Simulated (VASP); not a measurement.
Wanted: the native input for a VASP 6.6.1 run.

```yaml
Task: single point
Functional: PBEsol
Potentials_or_basis: VASP PAW PBE potentials, release 64 (Ti_sv, Se)
Cutoff: 500 eV
k_mesh: 4 × 4 × 2
Occupations: fermi-dirac, width 0.1 eV
Spin: no spin polarisation
Dipole_correction: no
Further_INCAR_settings: ALGO = Normal; EDIFF = 1e-06; NBANDS = 29
```

The structure of Ti3Se lies in POSCAR:

```
Ti3Se
1.0
    3.1974460000      0.0000000000      0.0000000000
   -1.5987230000      2.7690694632      0.0000000000
    0.0000000000      0.0000000000      7.9427450000
Ti Se
3 1
Direct
    0.3333333333      0.6666666667      0.2270980000
    0.3333333333      0.6666666667      0.7729020000
    0.6666666667      0.3333333333      0.5000000000
    0.0000000000      0.0000000000      0.0000000000
```

These files were run (other wordings do the same):

INCAR

```
ALGO = Normal
EDIFF = 1E-6
ENCUT = 500
GGA = PS
GGA_COMPAT = False
ISIF = 2
ISMEAR = -1
LASPH = True
LCHARG = True
LELF = True
LREAL = False
LVHAR = True
LWAVE = False
NBANDS = 29
NELM = 120
PREC = Accurate
SIGMA = 0.1
```

KPOINTS

```
k-points
0
Gamma
  4 4 2
```

Potentials or basis: VASP PAW PBE potentials, release 64 (Ti_sv, Se).

Launch:

```sh
$ cat potpaw_PBE.64/Ti_sv/POTCAR potpaw_PBE.64/Se/POTCAR > POTCAR
$ mpirun -np 1 vasp_std > vasp.out
```

It gave:

```json
{
  "Pressure": "-4.2 GPa",
  "Largest force": "0.107 eV/Å",
  "Band gap on the k mesh": "zero (bands 21 and 22 overlap by 0.40 eV)"
}
```

Caveat: the k points lie up to 0.57 Å⁻¹ apart; the PAW data sets were made with another functional, which shifts forces and pressure a little.

It took 61 s on 1 thread of AMD EPYC 7571, on a shared host, peak memory 0.14 GiB.
